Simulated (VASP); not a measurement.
The system is AlN.

```
Al N
1.0
     3.18130    0.00000    0.00000
    -1.59065    2.75509    0.00000
     0.00000    0.00000    4.74580
Al N
2 2
Cartesian
  0.0000 1.8367 0.0072
  1.5907 0.9184 2.3801
  0.0000 1.8367 1.8199
  1.5907 0.9184 4.1928
```

```yaml
Program: VASP 6.6.1
Task: relaxation of the atoms
Functional: LDA
Potentials_or_basis: VASP PAW LDA potentials, release 64 (Al, N)
Cutoff: 520 eV
k_mesh: 9 × 9 × 6
Occupations: gaussian, width 0.05 eV
Spin: no spin polarisation
```

At the start: pressure -2.5 GPa; volume 10.40 Å³/atom.

Task: Where does the relaxation end?

Result: Over 3 steps the energy falls by 18.4 meV/atom; space group P6_3mc (No. 186, to 0.05 Å).

The path:
| step | energy change (eV) | largest force (eV/Å) | pressure (GPa) |
| --- | --- | --- | --- |
| 1 | 0.0000 | 1.0838 | -2.47 |
| 2 | -0.0631 | 0.3247 | -5.01 |
| 3 | -0.0736 | 0.0022 | -4.52 |

Final structure:
```
Al N
1.0
     3.18130    0.00000    0.00000
    -1.59065    2.75509    0.00000
     0.00000    0.00000    4.74580
Al N
2 2
Cartesian
  0.0000 1.8367 4.7164
  1.5906 0.9184 2.3435
  0.0000 1.8367 1.8565
  1.5906 0.9184 4.2294
```
